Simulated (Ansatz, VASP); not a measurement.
**Two plane-wave programs on ZnSe**

```
Zn Se
1.0
     0.00000    2.88907    2.76513
     2.88907    0.00000    2.76513
     2.88907    2.88907    0.00000
Zn Se
1 1
Direct
  0.00000 0.00000 0.00000
  0.25000 0.25000 0.25000
```

Change from the starting cell: epitaxial_xy strain +2.0%.

Alike in both runs: task single point; functional r2SCAN; k mesh 8 × 8 × 8; occupations fermi-dirac, width 0.02 eV; non-collinear spin, spin-orbit coupling.

|  | VASP | Ansatz |
| --- | --- | --- |
| version | VASP 6.6.1 | Ansatz 0.2.0 |
| potentials or method | VASP PAW PBE potentials, release 64 (Zn, Se) | plane waves, PAW |
| plane-wave cutoff (eV) | 520 | 500 |
| valence electrons in the cell | 18 | 28 |

```csv
,VASP,Ansatz,Ansatz less VASP
pressure (GPa),-0.9,-1.0,-0.12
"traceless stress, the component that is largest in VASP (GPa)",1.03,1.01,-0.019
```

VASP's potentials were made for PBE, not for r2SCAN. With one functional, cell and mesh, what is left measures potentials, basis and numerics. VASP's potentials hold 18 valence electrons a cell and Ansatz's 28, so a difference there can come from the potentials and not from the codes.
